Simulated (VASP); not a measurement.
Here is a VASP 6.6.1 calculation.

Contents of INCAR:

```
ALGO = Normal
EDIFF = 1E-7
EDIFFG = -0.04
ENCUT = 600
GGA = PE
IBRION = 2
ISIF = 3
ISMEAR = 0
LASPH = True
LCHARG = False
LREAL = False
LWAVE = False
NELM = 100
NSW = 90
PREC = Accurate
SIGMA = 0.1
```

File KPOINTS:

```
k-points
0
Gamma
  3 3 6
```

The input POSCAR:

```
ZrSi6
1.0
    7.0484740728      0.0000000000      0.0000000000
   -3.5242370364      6.1041576050      0.0000000000
    0.0000000000      0.0000000000      2.9475033753
Zr Si
1 6
Direct
    0.0000000000      0.0000000000      0.0000000000
    0.2189903517      0.7810096483      0.0000000000
    0.2189903517      0.4379807033      0.0000000000
    0.5620192967      0.7810096483      0.0000000000
    0.7810096483      0.2189903517      0.0000000000
    0.7810096483      0.5620192967      0.0000000000
    0.4379807033      0.2189903517      0.0000000000
```

Potentials or basis: VASP PAW PBE potentials, release 64 (Zr_sv, Si).

Launch:

```bash
$ cat potpaw_PBE.64/Zr_sv/POTCAR potpaw_PBE.64/Si/POTCAR > POTCAR
$ mpirun -np 1 vasp_std > vasp.out
```

(1) Predict the space group after relaxing (to 0.05 Å).

(2) Predict the band gap on the k mesh.

(3) Estimate the relaxed cell.

Results:

(1) P6/mmm (No. 191).

(2) zero (band 18 reaches 9.92 eV, above the bottom of band 19 at 7.68 eV).

(3) a = 7.206 Å, b = 7.206 Å, c = 2.691 Å, α = 90.00°, β = 90.00°, γ = 120.00°.
